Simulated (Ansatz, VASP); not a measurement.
Two plane-wave programs on Au

Contents of POSCAR:

```
Au
1.0
    2.7457779447      0.0000000000      0.0000000000
   -1.3728889724      2.3779134533      0.0000000000
    0.0000000000      0.0000000000      5.1079514800
Au
2
Direct
    0.3333333333      0.6666666667      0.7500000000
    0.6666666667      0.3333333333      0.2500000000
```

INCAR.step1

```
SYSTEM = Au
PREC = Accurate
ENCUT = 520
ISMEAR = 0
SIGMA = 0.15
LREAL = .FALSE.
LASPH = .TRUE.
NELM = 80
NBANDS = 18
GGA = PE
ALGO = Normal
EDIFF = 1E-4
LWAVE = .TRUE.
LCHARG = .FALSE.
```

File INCAR.step2:

```
SYSTEM = Au
PREC = Accurate
ENCUT = 520
EDIFF = 1E-6
ISMEAR = 0
SIGMA = 0.15
LREAL = .FALSE.
LASPH = .TRUE.
NELM = 80
ALGO = Normal
ISIF = 2
LWAVE = .FALSE.
LCHARG = .TRUE.
METAGGA = R2SCAN
LMIXTAU = .TRUE.
LELF = .TRUE.
LVHAR = .TRUE.
NBANDS = 18
ISTART = 1
```

File KPOINTS:

```
regular mesh
0
G
  24 24 12
  0 0 0
```

Input for Ansatz:

```yaml
crystal:
  lattice:
    - [2.7457779447, 0.0, 0.0]
    - [-1.3728889724, 2.3779134533, 0.0]
    - [0.0, 0.0, 5.10795148]
  atoms:
    - { symbol: Au, position: [0.3333333333, 0.6666666667, 0.75] }
    - { symbol: Au, position: [0.6666666667, 0.3333333333, 0.25] }
basis:
  ecutwfc: 500
kpoints:
  mp_grid: { grid: [24, 24, 12] }
hamiltonian:
  xc: r2scan
scf:
  occupations: { method: gaussian, width: 0.15 }
output:
  forces: true
  stress: true
  eigenvalues: true
  write_density: true
  write_potential: true
  elf: true
  volumetric_format: npy
```

Change from the starting cell: strain -0.050 along x and y, +0.050 along z, atoms carried along.

Alike in both runs: task single point; functional r2SCAN; k mesh 24 × 24 × 12; occupations gaussian, width 0.15 eV; no spin polarisation.

```csv
,VASP,Ansatz
version,VASP 6.6.1,Ansatz 0.2.0
potentials or method,"VASP PAW PBE potentials, release 64 (Au), cutoff 520 eV","scalar-relativistic, plane waves, PAW"
valence electrons in the cell,22,38
```

Ansatz gave:

| Property | Result |
| --- | --- |
| gap on the k mesh at the Fermi level (eV) | none |
| pressure (GPa) | 12.9 |
| traceless stress, the component that is largest in VASP (GPa) | -9.30 |

**Question.** What did VASP give for the same quantities?

**Answer.** gap on the k mesh at the Fermi level (eV): none; pressure (GPa): 13.3; traceless stress, the component that is largest in VASP (GPa): -9.51.

VASP's potentials were made for PBE, not for r2SCAN. A gap of «none» marks a metal or a gap that the smearing closes. VASP's potentials hold 22 valence electrons a cell and Ansatz's 38, so a difference there can come from the potentials and not from the codes.

Spin-orbit coupling is off throughout.
